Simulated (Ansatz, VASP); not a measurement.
# TiAl in VASP and in Ansatz

```
Ti Al
1.0
     2.86726    0.00000    0.00000
    -1.43363    2.48312    0.00000
     0.00000    0.00000    4.67808
Ti Al
1 1
Direct
  0.00540 0.08054 0.00000
  0.33333 0.66667 0.50000
```

Alike in both runs: task single point; functional PBEsol; k mesh 18 × 18 × 10; occupations gaussian, width 0.15 eV; no spin polarisation.

|  | VASP | Ansatz |
| --- | --- | --- |
| version | VASP 6.6.1 | Ansatz 0.2.0 |
| potentials or method | VASP PAW PBE potentials, release 64 (Ti_sv, Al), cutoff 520 eV | scalar-relativistic, plane waves, PAW |
| valence electrons in the cell | 15 | 15 |

```tsv
	VASP	Ansatz	Ansatz less VASP
gap on the k mesh at the Fermi level (eV)	none	none	-
pressure (GPa)	-2.4	-2.4	+0.04
traceless stress, the component that is largest in VASP (GPa)	-2.66	-2.61	+0.041
rms of the force components (eV/Å)	0.266	0.266	0.0000
```

VASP's potentials were made for PBE, not for PBEsol. Atom by atom the forces differ by 0.000 eV/Å (rms over components). A gap of «none» marks a metal or a gap that the smearing closes.
